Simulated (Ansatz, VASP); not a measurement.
# RbBr: VASP beside Ansatz

```xyz
2
Lattice="4.1261 0.0000 0.0000 0.0000 4.1261 0.0000 0.0000 0.0000 4.1261" Properties=species:S:1:pos:R:3 pbc="T T T"
Rb    0.0000    0.0000    0.0000
Br    2.0630    2.0630    2.0630
```

Alike in both runs: task relaxation of cell and atoms; functional PBE; k mesh 7 × 7 × 7; occupations fermi-dirac, width 0.05 eV; no spin polarisation.

```csv
,VASP,Ansatz
version,VASP 6.6.1,Ansatz 0.2.0
potentials or method,"VASP PAW PBE potentials, release 64 (Rb_sv, Br), cutoff 600 eV","all-electron LAPW, scalar-relativistic"
```

|  | VASP | Ansatz | Ansatz less VASP |
| --- | --- | --- | --- |
| relaxed volume (Å³/atom) | 37.13 | 36.85 | -0.280 |
| relaxed length of the cell vector where the two differ most in proportion (Å) | 4.203 | 4.193 | -0.0106 |

Ansatz ran all-electron here, and VASP with PAW potentials.
